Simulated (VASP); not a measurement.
A run of VASP 6.6.1:

INCAR

```
SYSTEM = H20CO12
  ALGO = Normal
  EDIFF = 1E-6
  ENCUT = 520
  GGA = PE
  GGA_COMPAT = .False.
  ISIF = 2
  ISMEAR = -1
  IVDW = 12
  LASPH = .True.
  LCHARG = .True.
  LELF = .True.
  LREAL = Auto
  LVHAR = .True.
  LWAVE = .False.
  NBANDS = 70
  NELM = 120
  PREC = Accurate
  SIGMA = 0.05
```

Contents of KPOINTS:

```
k-points
0
Gamma
  1 1 1
  0 0 0
```

File POSCAR:

```
H20CO12
1.0
    7.1530900000      0.0000000000      0.0000000000
    0.0000000000      7.1530900000      0.0000000000
    0.0000000000      0.0000000000      7.1530900000
O H C
12 20 1
Direct
    0.5285268325      0.3592713079      0.3905445059
    0.1048358122      0.3577614709      0.3321361817
    0.3840997387      0.0607010397      0.8597403360
    0.4904314080      0.7321591089      0.3675474515
    0.7551701433      0.3342471575      0.0577932055
    0.8670658415     -0.0331465143      0.3325276209
    0.6752885816      1.2107774402      0.7286501358
    0.0126938148      0.6916171892      0.1400373824
    0.2250356140      0.9581174010      0.5289602116
    0.6483212150      0.7313342905      0.0299590806
    0.2672970702      0.5723680256      0.7701706535
   -0.0583104644      0.5512303075      0.7156347816
    0.5901365703      0.3571603321      0.2754194341
    0.6144337622      0.3120609415      0.4914239860
    0.2420492403      0.3344708371      0.3517081429
    0.0428905550      0.2622642802      0.3997852676
    0.3031696791      0.0096741408      0.7619644098
    0.4409283261     -0.0490697027      0.9219092728
    0.4886279915      0.5863200379      0.4054611364
    0.5903882099      0.7906093730      0.4378806921
    0.8698758159      0.2810393830      0.1079114061
    0.7357240018      0.2654936538     -0.0598342814
    0.7707438324     -0.0005172590      0.2400081643
    0.9314016740     -0.1349906124      0.2562668721
    0.7452863028      1.1009088380      0.6707031507
    0.5442962412      1.1514464378      0.7681854975
    0.0587997635      0.5810635683      0.2063583710
   -0.1250368722      0.6642863434      0.1243658335
    0.1324322775      0.9814359948      0.4279129719
    0.3207564843      0.8672895210      0.4778634129
    0.5774986754      0.7358078816      0.1468316490
    0.6265124583      0.6052209605     -0.0226894950
    0.1046540726      0.5633090035      0.7458455017
```

Potentials or basis: VASP PAW PBE potentials, release 64 (O, H, C).

Command:

```bash
$ cat potpaw_PBE.64/O/POTCAR potpaw_PBE.64/H/POTCAR potpaw_PBE.64/C/POTCAR > POTCAR
$ mpirun -np 1 vasp_gam > vasp.out
```

Hardware: 1 thread of AMD EPYC 7571 (shared host).

Estimate the wall time of this run.

Run time: 110 s on 1 thread of AMD EPYC 7571, on a shared host, peak memory 0.32 GiB. Counts: scf iterations 16, k points 1.
